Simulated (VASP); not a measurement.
ZnW2Se4: single point with PBE

The system is ZnW2Se4.

```
W Se Zn
1.0
     3.33316    0.00000    0.00000
    -1.66658    2.88660    0.00000
     0.00000    0.00000   18.07694
W Se Zn
2 4 1
Direct
  0.33333 0.66667 0.24043
  0.00000 0.00000 0.77426
  0.00000 0.00000 0.33466
  0.33333 0.66667 0.68002
  0.33333 0.66667 0.86821
  0.00000 0.00000 0.14627
  0.00000 0.00000 0.51315
```

```yaml
Program: VASP 6.6.1
Task: single point
Functional: PBE
Potentials_or_basis: VASP PAW PBE potentials, release 64 (W_sv, Se, Zn)
Cutoff: 520 eV
k_mesh: 9 × 9 × 2
Occupations: fermi-dirac, width 0.05 eV
Spin: no spin polarisation
```

```json
{
 "Pressure": "-2.0 GPa",
 "Largest force": "0.447 eV/Å",
 "Band gap on the k mesh": "0.32 eV (least direct gap 0.35 eV)"
}
```

Forces on the atoms (eV/Å):
```
W    0.000  0.000 -0.039
W    0.000  0.000  0.050
Se   0.000  0.000 -0.447
Se   0.000  0.000  0.351
Se   0.000  0.000 -0.373
Se   0.000  0.000  0.422
Zn   0.000  0.000  0.035
```

Stress tensor (GPa, compression positive):
```
-1.99  0.00  0.00
 0.00 -1.99  0.00
 0.00  0.00 -2.15
```

Levels at points of the mesh, in eV from the valence-band top:
```tsv
k point	band 30	band 31	band 32	band 33	band 34	band 35
(0.00, 0.00, 0.00)	-2.26	-1.58	-1.27	1.60	1.60	1.73
(0.00, 0.00, 0.50)	-2.26	-1.72	-1.22	1.60	1.60	1.73
```

Run time: 3.3 min on 1 thread of Intel(R) Xeon(R) Platinum 8488C (Sapphire Rapids), on a shared host, peak memory 0.41 GiB.

Caveat: spin-orbit coupling is left out, which moves the levels of the heavy elements. A k mesh can miss the band edges.
